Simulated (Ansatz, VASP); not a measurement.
Two plane-wave programs on Rh

Contents of POSCAR:

```
Rh
1.0
    0.0000000000      1.9008071574      1.9008071574
    1.9008071574      0.0000000000      1.9008071574
    1.9008071574      1.9008071574      0.0000000000
Rh
1
Direct
    0.0000000000      0.0000000000      0.0000000000
```

File INCAR.step1:

```
SYSTEM = Rh
  ALGO = Normal
  EDIFF = 1E-4
  ENCUT = 520
  GGA = PE
  ISMEAR = -1
  LASPH = .TRUE.
  LCHARG = .FALSE.
  LREAL = .FALSE.
  LWAVE = .TRUE.
  NBANDS = 14
  NELM = 80
  PREC = Accurate
  SIGMA = 0.1
```

File INCAR.step2:

```
SYSTEM = Rh
  ALGO = Normal
  EDIFF = 1E-6
  ENCUT = 520
  ISIF = 2
  ISMEAR = -1
  ISTART = 1
  LASPH = .TRUE.
  LCHARG = .TRUE.
  LELF = .TRUE.
  LMIXTAU = .TRUE.
  LREAL = .FALSE.
  LVHAR = .TRUE.
  LWAVE = .FALSE.
  METAGGA = R2SCAN
  NBANDS = 14
  NELM = 80
  PREC = Accurate
  SIGMA = 0.1
```

File KPOINTS:

```
k-points
0
G
  15 15 15
  0 0 0
```

Input for Ansatz:

```yaml
crystal:
  lattice:
    - [0.0, 1.9008071574, 1.9008071574]
    - [1.9008071574, 0.0, 1.9008071574]
    - [1.9008071574, 1.9008071574, 0.0]
  atoms:
    - { symbol: Rh, position: [0.0, 0.0, 0.0] }
hamiltonian:
  xc: r2scan
  pseudopotentials:
    kind: paw
    azcp:
      Rh: "pseudopotentials/Rh.paw.azcp"
basis:
  ecutwfc: 500
  fft_grid_basis: typed
kpoints:
  mp_grid: { grid: [15, 15, 15], shift: [0, 0, 0] }
magnetization:
  spin_polarized: false
scf:
  occupations: { method: fermi_dirac, width: 0.1 }
  lower_state_search: "off"
output:
  stress: true
  write_density: true
  write_potential: true
  elf: true
  volumetric_format: npy
```

Alike in both runs: task single point; functional r2SCAN; k mesh 15 × 15 × 15; occupations fermi-dirac, width 0.1 eV; no spin polarisation.

|  | VASP | Ansatz |
| --- | --- | --- |
| version | VASP 6.6.1 | Ansatz 0.2.0 |
| potentials or method | VASP PAW PBE potentials, release 64 (Rh_pv), cutoff 520 eV | plane waves (500 eV) with PAW, scalar-relativistic |
| valence electrons in the cell | 15 | 17 |

Ansatz gave:

| Quantity | Value |
| --- | --- |
| pressure (GPa) | -0.1 |

Task: Which values does VASP return?

Result: Pressure (GPa): 1.1.

VASP's potentials were made for PBE, not for r2SCAN. VASP's potentials hold 15 valence electrons a cell and Ansatz's 17, so a difference there can come from the potentials and not from the codes.
